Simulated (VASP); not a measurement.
# Ga (Im-3m) in VASP: further runs

The runs below take Ga through relaxation of cell and atoms, single point, with r2SCAN.

Program: VASP 6.6.1. These are calculated values, not measurements. Logs are shortened: lines on timing, memory, paths and dates and some standing lists are left out, and cuts for length are marked.

### 1 The cell of the first run

Symmetry: Im-3m, No. 229, cubic system. Conventional cell: a = 3.322 Å, b = 3.322 Å, c = 3.322 Å, α = 90.00°, β = 90.00°, γ = 90.00°. Ga (site symmetry m-3m) has 14 Ga at 2.88 to 3.32 Å within 3.8 Å.

### 2 Relaxation of cell and atoms, r2SCAN

POSCAR

```
Ga
1.0
   -1.6607802863      1.6607802863      1.6607802863
    1.6607802863     -1.6607802863      1.6607802863
    1.6607802863      1.6607802863     -1.6607802863
Ga
1
Direct
    0.0000000000      0.0000000000      0.0000000000
```

INCAR.step1

```
  PREC = Accurate
  ENCUT = 600
  ISMEAR = 0
  SIGMA = 0.1
  LREAL = F
  LASPH = T
  NELM = 100
  GGA = PE
  ALGO = Normal
  EDIFF = 1E-4
  LWAVE = T
  LCHARG = F
```

INCAR.step2

```
  PREC = Accurate
  ENCUT = 600
  EDIFF = 1E-6
  ISMEAR = 0
  SIGMA = 0.1
  LREAL = F
  LASPH = T
  NELM = 100
  ALGO = Normal
  ISIF = 3
  LWAVE = F
  LCHARG = F
  METAGGA = R2SCAN
  LMIXTAU = T
  IBRION = 2
  NSW = 100
  EDIFFG = -0.01
  ISTART = 1
```

KPOINTS

```
regular mesh
0
Gamma
  24 24 24
```

Potentials or basis: VASP PAW PBE potentials, release 64 (Ga_d).

Command:

```console
$ cat potpaw_PBE.64/Ga_d/POTCAR > POTCAR
$ cp INCAR.step1 INCAR
$ mpirun -np 1 vasp_std > vasp.out
$ cp INCAR.step2 INCAR
$ mpirun -np 1 vasp_std > vasp.out
```

OUTCAR:

```text
PREC = Accurate
   ENCUT = 600
   EDIFF = 1E-6
   ISMEAR = 0
   LREAL = F
   LASPH = T
   NELM = 100
   ISIF = 3
   METAGGA = R2SCAN
   IBRION = 2
   NSW = 100
   EDIFFG = -0.01
   ISTART = 1

 ion  position               nearest neighbor table
   1  0.000  0.000  0.000-

  LATTYP: Found a body centered cubic cell.
 ALAT       =     3.3215605726

  Lattice vectors:

 A1 = (  -1.6607802863,   1.6607802863,   1.6607802863)
 A2 = (   1.6607802863,  -1.6607802863,   1.6607802863)
 A3 = (   1.6607802863,   1.6607802863,  -1.6607802863)

Analysis of symmetry for initial positions (statically):
=====================================================================
 Subroutine PRICEL returns:
 Original cell was already a primitive cell.

 Routine SETGRP: Setting up the symmetry group for a
 body centered cubic supercell.

 Subroutine GETGRP returns: Found 48 space group operations
 (whereof 48 operations were pure point group operations)
 out of a pool of 48 trial point group operations.

The static configuration has the point symmetry O_h .

Analysis of symmetry for dynamics (positions and initial velocities):
=====================================================================
 Subroutine PRICEL returns:
 Original cell was already a primitive cell.

 Routine SETGRP: Setting up the symmetry group for a
 body centered cubic supercell.

 Subroutine GETGRP returns: Found 48 space group operations
 (whereof 48 operations were pure point group operations)
 out of a pool of 48 trial point group operations.

The dynamic configuration has the point symmetry O_h .

 Subroutine INISYM returns: Found 48 space group operations
 (whereof 48 operations are pure point group operations),
 and found     1 'primitive' translations

----------------------------------------------------------------------------------------

                                     Primitive cell

  volume of cell :      18.3230

  direct lattice vectors                    reciprocal lattice vectors
    -1.660780286  1.660780286  1.660780286     0.000000000  0.301063304  0.301063304
     1.660780286 -1.660780286  1.660780286     0.301063304  0.000000000  0.301063304
     1.660780286  1.660780286 -1.660780286     0.301063304  0.301063304  0.000000000

  length of vectors
     2.876555836  2.876555836  2.876555836     0.425767807  0.425767807  0.425767807

  position of ions in fractional coordinates (direct lattice)
     0.000000000  0.000000000  0.000000000

  ion indices of the primitive-cell ions
   primitive index   ion index
                 1           1

----------------------------------------------------------------------------------------

 KPOINTS: regular mesh

Automatic generation of k-mesh.
 Grid dimensions read from file:
 generate k-points for:   24   24   24

 Generating k-lattice:

  Cartesian coordinates                     Fractional coordinates (reciprocal lattice)
     0.000000000  0.012544304  0.012544304     0.041666667  0.000000000  0.000000000
     0.012544304  0.000000000  0.012544304     0.000000000  0.041666667  0.000000000
     0.012544304  0.012544304  0.000000000     0.000000000  0.000000000  0.041666667

  Length of vectors
     0.017740325  0.017740325  0.017740325

  Shift w.r.t. Gamma in fractional coordinates (k-lattice)
     0.000000000  0.000000000  0.000000000

 Subroutine IBZKPT returns following result:
 ===========================================

 Found    413 irreducible k-points:

 Following reciprocal coordinates:
            Coordinates               Weight
  0.000000  0.000000  0.000000      1.000000
  0.041667  0.000000  0.000000     12.000000
  0.083333  0.000000  0.000000     12.000000
  0.125000  0.000000  0.000000     12.000000
  0.166667  0.000000  0.000000     12.000000
  0.208333  0.000000  0.000000     12.000000
[... 16 lines left out ...]
  0.416667  0.041667  0.000000     48.000000
  0.458333  0.041667  0.000000     48.000000
 [... further k-points ...]
   k-points           NKPTS =    413   k-points in BZ     NKDIM =    413   number of bands    NBANDS=     10
   number of dos      NEDOS =    301   number of ions     NIONS =      1
   total plane-waves  NPLWV =  13824
   dimension x,y,z NGX =    24 NGY =   24 NGZ =   24
   dimension x,y,z NGXF=    48 NGYF=   48 NGZF=   48
   ions per type =               1
   NGX,Y,Z   is equivalent  to a cutoff of  13.87, 13.87, 13.87 a.u.
   NGXF,Y,Z  is equivalent  to a cutoff of  27.74, 27.74, 27.74 a.u.
 SYSTEM =  unknown system
   PREC   = accura    normal or accurate (medium, high low for compatibility)
   ISTART =      1    job   : 0-new  1-cont  2-samecut
   ICHARG =      0    charge: 1-file 2-atom 10-const
   ISPIN  =      1    spin polarized calculation?
   LNONCOLLINEAR =      F non collinear calculations
   LSORBIT =      F    spin-orbit coupling
   LASPH  =      T    aspherical Exc in radial PAW
   ENCUT  =  600.0 eV  44.10 Ry    6.64 a.u.   5.75  5.75  5.75*2*pi/ulx,y,z
   NELM   =    100;   NELMIN=  2; NELMDL=  0     # of ELM steps
   EDIFF  = 0.1E-05   stopping-criterion for ELM
   LREAL  =      F    real-space projection
   EDIFFG = -.1E-01   stopping-criterion for IOM
   NSW    =    100    number of steps for IOM
   IBRION =      2    ionic relax: 0-MD 1-quasi-New 2-CG
   NFREE  =      1    steps in history (QN), initial steepest desc. (CG)
   ISIF   =      3    stress and relaxation
   ISYM   =      2    0-nonsym 1-usesym 2-fastsym
   POTIM  = 0.5000    time-step for ionic-motion
   TEBEG  =    0.0;   TEEND  =   0.0 temperature during run
   PSTRESS=    0.0 pullay stress
   NELECT =      13.0000    total number of electrons
   NUPDOWN=      -1.0000    fix difference up-down
   EMIN   =  10.00;   EMAX   =-10.00  energy-range for DOS
   EFERMI =   0.00;   METHOD = LEGACY
   ISMEAR =     0;   SIGMA  =   0.10  broadening in eV -4-tet -1-fermi 0-gaus
   EFERMI_NEDOS =   21; number of points for ismear=-14 and -15
   IALGO  =     38    algorithm
   IMIX   =      4    mixing-type and parameters
     AMIX     =   0.40;   BMIX     =  1.00
     AMIX_MAG =   1.60;   BMIX_MAG =  1.00
  volume/ion in A,a.u.               =      18.32       123.65
  Fermi-wavevector in a.u.,A,eV,Ry     =   1.460126  2.759239 29.007198  2.131969
  Thomas-Fermi vector in A             =   2.576613
   LORBIT       =      0    0 simple, 1 ext, 2 COOP (PROOUT), +10 PAW based schemes
   METAGGA = R2SCAN    functional components
   LHFCALC =     F    Hartree Fock is set to
   AEXX    =    0.0000 exact exchange contribution
   IVDW    =     0    specifies the selected vdW correction
   LEPSILON=     F    determine dielectric tensor
   LRPA    =     F    only Hartree local field effects (RPA)
 conjugate gradient relaxation of ions
 non-spin polarized calculation
 Gauss-broadening in eV      SIGMA  =   0.10
  energy-cutoff  :      600.00
  volume of cell :       18.32
 maximum number of plane-waves:       627
   NGX = 11   NGY = 11   NGZ = 11

--------------------------------------- Ionic step        1  -------------------------------------------

 number of electron      13.0000004 magnetization

 Free energy of the ion-electron system (eV)
  ---------------------------------------------------
  ext. energy  EPLUGINS =         0.00000000
  ---------------------------------------------------
  free energy    TOTEN  =       -11.27276137 eV

  energy without entropy =      -11.27057115  energy(sigma->0) =      -11.27166626

------------------------ aborting loop because EDIFF is reached ----------------------------------------

  FORCE on cell =-STRESS in cart. coord.  units (eV):
  Direction    XX          YY          ZZ          XY          YZ          ZX
  --------------------------------------------------------------------------------------
  -------------------------------------------------------------------------------------
  Total       -0.0594292     -0.0594292     -0.0594292     -0.0000000      0.0000000      0.0000000
  in kB       -5.1965372     -5.1965372     -5.1965372     -0.0000000      0.0000000      0.0000000
  external PRESSURE =      -5.1965372 kB  Pullay stress =       0.0000000 kB

 VOLUME and BASIS-vectors are now :
 -----------------------------------------------------------------------------
  energy-cutoff  :      600.00
  volume of cell :       18.32
      direct lattice vectors                 reciprocal lattice vectors
    -1.660780286  1.660780286  1.660780286     0.000000000  0.301063304  0.301063304
     1.660780286 -1.660780286  1.660780286     0.301063304  0.000000000  0.301063304
     1.660780286  1.660780286 -1.660780286     0.301063304  0.301063304  0.000000000
[... 36 lines left out ...]
 POSITION                                       TOTAL-FORCE (eV/Angst)
 -----------------------------------------------------------------------------------
      3.31204      0.00000      0.00000         0.000000     -0.000000      0.000000
 -----------------------------------------------------------------------------------
    total drift:                                0.000000      0.000000      0.000000

  FREE ENERGIE OF THE ION-ELECTRON SYSTEM (eV)
  ---------------------------------------------------
  free  energy   TOTEN  =       -11.2731943661 eV

  energy  without entropy=      -11.2710823869  energy(sigma->0) =      -11.27213838

--------------------------------------- Ionic step        3  -------------------------------------------

 number of electron      13.0000007 magnetization

 Free energy of the ion-electron system (eV)
  ---------------------------------------------------
  ext. energy  EPLUGINS =         0.00000000
  ---------------------------------------------------
  free energy    TOTEN  =       -11.27322004 eV

  energy without entropy =      -11.27112015  energy(sigma->0) =      -11.27217009

 E-fermi :   5.8417     XC(G=0): -12.4329

 val. band max:        5.7952993307   @ k =   0.2917   0.2917   0.0000
 cond. band min:       5.8423574876   @ k =  -0.3750   0.4167   0.1667
 fundamental gap:      0.0470581570
 Fermi energy:         5.8417050263

 k-point     1 :       0.0000    0.0000    0.0000
  band No.  band energies     occupation
      1      -9.6954      2.00000
      2      -9.6953      2.00000
      3      -9.6953      2.00000
      4      -9.4798      2.00000
      5      -9.4798      2.00000
      6      -6.1463      2.00000
      7      19.6735      0.00000
      8      19.6735      0.00000
      9      19.6736      0.00000
     10      24.1670      0.00000

 k-point     2 :       0.0417    0.0000    0.0000
  band No.  band energies     occupation
      1      -9.6970      2.00000
      2      -9.6941      2.00000
      3      -9.6896      2.00000
      4      -9.4815      2.00000
      5      -9.4798      2.00000
      6      -6.0950      2.00000
      7      19.1421      0.00000
      8      19.3732      0.00000
      9      19.5826      0.00000
     10      23.3330      0.00000
[... 274 lines left out ...]
 k-point    24 :       0.4583    0.0417    0.0000
  band No.  band energies     occupation
      1      -9.7922      2.00000
      2      -9.7708      2.00000
      3      -9.4923      2.00000
      4      -9.4797      2.00000
      5      -9.3521      2.00000
      6       0.7847      2.00000
      7       2.1168      2.00000
      8      13.1399      0.00000
      9      15.2369      0.00000
     10      18.4260      0.00000

 [... further k-points ...]
[... 5 lines left out ...]
  --------------------------------------------------------------------------------------
  -------------------------------------------------------------------------------------
  Total       -0.0033305     -0.0033305     -0.0033305     -0.0000000     -0.0000000      0.0000000
  in kB       -0.2941591     -0.2941591     -0.2941591     -0.0000000     -0.0000000      0.0000000
  external PRESSURE =      -0.2941591 kB  Pullay stress =       0.0000000 kB

 VOLUME and BASIS-vectors are now :
 -----------------------------------------------------------------------------
  energy-cutoff  :      600.00
  volume of cell :       18.14
      direct lattice vectors                 reciprocal lattice vectors
    -1.655239511  1.655239511  1.655239511     0.000000000  0.302071088  0.302071088
     1.655239511 -1.655239511  1.655239511     0.302071088  0.000000000  0.302071088
     1.655239511  1.655239511 -1.655239511     0.302071088  0.302071088  0.000000000

 POSITION                                       TOTAL-FORCE (eV/Angst)
 -----------------------------------------------------------------------------------
     -0.00000      0.00000      0.00000        -0.000000      0.000000      0.000000
 -----------------------------------------------------------------------------------
    total drift:                                0.000000     -0.000000      0.000000

  FREE ENERGIE OF THE ION-ELECTRON SYSTEM (eV)
  ---------------------------------------------------
  free  energy   TOTEN  =       -11.2732200368 eV

  energy  without entropy=      -11.2711201455  energy(sigma->0) =      -11.27217009

 reached required accuracy - stopping structural energy minimisation
```

Wall time 5.9 min (1 thread of AMD EPYC 9R45 (Zen 5), shared host); peak memory 0.19 GiB.

What came out:

| Property | Result |
| --- | --- |
| Free energy | -11.2732 eV |
| Relaxed volume | 18.14 Å³/atom |
| Relaxed cell | a = 2.867 Å, b = 2.867 Å, c = 2.867 Å, α = 109.47°, β = 109.47°, γ = 109.47° |
| Space group after relaxing (to 0.05 Å) | Im-3m (No. 229) |
| Energy gained by relaxing | 0.5 meV/atom |
| Ionic steps | 3 |
| Pressure after relaxing | 0.0 GPa |

The path:
| step | energy change (eV) | largest force (eV/Å) | pressure (GPa) | volume (Å³) |
| --- | --- | --- | --- | --- |
| 1 | 0.0000 | 0.0000 | -0.52 | 18.32 |
| 2 | -0.0004 | 0.0000 | -0.17 | 18.17 |
| 3 | -0.0005 | 0.0000 | -0.03 | 18.14 |

Final structure:
```yaml
crystal:
  lattice:
    - [-1.65524, 1.65524, 1.65524]
    - [1.65524, -1.65524, 1.65524]
    - [1.65524, 1.65524, -1.65524]
  atoms:
    - { symbol: Ga, position: [0.00000, 0.00000, 0.00000] }
```

Caveat: the PAW data sets were made with another functional, which shifts forces and pressure a little.

(Continued in part 2 of 2.)
